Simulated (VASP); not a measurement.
A run of VASP 6.6.1 is set up as follows.

INCAR

```
ALGO = Normal ; EDIFF = 1E-7
EDIFFG = -0.025 ; ENCUT = 600
GGA = PE ; IBRION = 2
ISIF = 3 ; ISMEAR = 0
LASPH = True ; LCHARG = False
LREAL = False ; LWAVE = False
NELM = 60 ; NSW = 80
PREC = Accurate ; SIGMA = 0.1
```

The input KPOINTS:

```
k-points
0
Gamma
  4 4 4
```

File POSCAR:

```
PbS
1.0
    0.0045281645     -4.2124719132     -0.0319942673
    2.0249505055     -2.1311299024     -3.0353574611
    6.0979151630     -2.0903983397      3.0228679463
Pb S
2 2
Direct
    0.1213248273      0.6136782131      0.1245608753
    0.6011008940      0.1344128525      0.6296015080
    0.3917299502      0.8828977565      0.3746889748
    0.8858443285      0.3690111779      0.8711486419
```

Potentials or basis: VASP PAW PBE potentials, release 64 (Pb_d, S).

Run with:

```console
$ cat potpaw_PBE.64/Pb_d/POTCAR potpaw_PBE.64/S/POTCAR > POTCAR
$ mpirun -np 1 vasp_std > vasp.out
```

Predict the band gap on the k mesh.

0.53 eV.

Estimate the relaxed cell.

a = 4.262 Å, b = 4.252 Å, c = 7.353 Å, α = 73.18°, β = 73.28°, γ = 59.94°.

Predict the relaxed volume.

27.19 Å³/atom.

Forces on the atoms (eV/Å):
```
Pb   0.021 -0.002 -0.007
Pb  -0.006 -0.007  0.013
S    0.003 -0.002 -0.014
S   -0.018  0.011  0.008
```

Caveat: the k points lie up to 0.43 Å⁻¹ apart in the final cell; spin-orbit coupling is left out, which moves the levels of the heavy elements. A k mesh can miss the band edges.
